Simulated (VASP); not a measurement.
A run of VASP 6.6.1:

The input INCAR:

```
SYSTEM = ZrGe2Pd3
ALGO = Fast
EDIFF = 1E-6
ENCUT = 520
GGA = PE
ISIF = 2
ISMEAR = 0
LASPH = .TRUE.
LCHARG = .FALSE.
LREAL = .FALSE.
LWAVE = .FALSE.
NBANDS = 44
NELM = 60
PREC = Accurate
SIGMA = 0.2
```

File KPOINTS:

```
k-points
0
G
  4 4 3
  0 0 0
```

The input POSCAR:

```
ZrGe2Pd3
1.0
    5.1726730472      0.0000000000      0.0000000000
    0.0000000000      5.1726730472      0.0000000000
    0.0000000000      0.0000000000      7.6937534885
Zr Ge Pd
1 2 3
Direct
    0.5000000000      0.5000000000      0.5000000000
    0.0000000000      0.5000000000      0.5000000000
    0.5000000000      0.0000000000      0.5000000000
    0.0000000000      0.0000000000      0.8330653873
    0.0000000000      0.0000000000      0.1669346127
    0.0000000000      0.0000000000      0.5000000000
```

Potentials or basis: VASP PAW PBE potentials, release 64 (Zr_sv, Ge_d, Pd).

Launch:

```sh
$ cat potpaw_PBE.64/Zr_sv/POTCAR potpaw_PBE.64/Ge_d/POTCAR potpaw_PBE.64/Pd/POTCAR > POTCAR
$ mpirun -np 1 vasp_std > vasp.out
```

Hardware: 1 thread of Intel(R) Xeon(R) 6975P-C (Granite Rapids), with other jobs on the host.

Problem. Estimate the wall time of this run.

Solution. It took 4 min on 1 thread of Intel(R) Xeon(R) 6975P-C (Granite Rapids), with other jobs on the host, peak memory 0.36 GiB. Counts: scf iterations 54, k points 12.
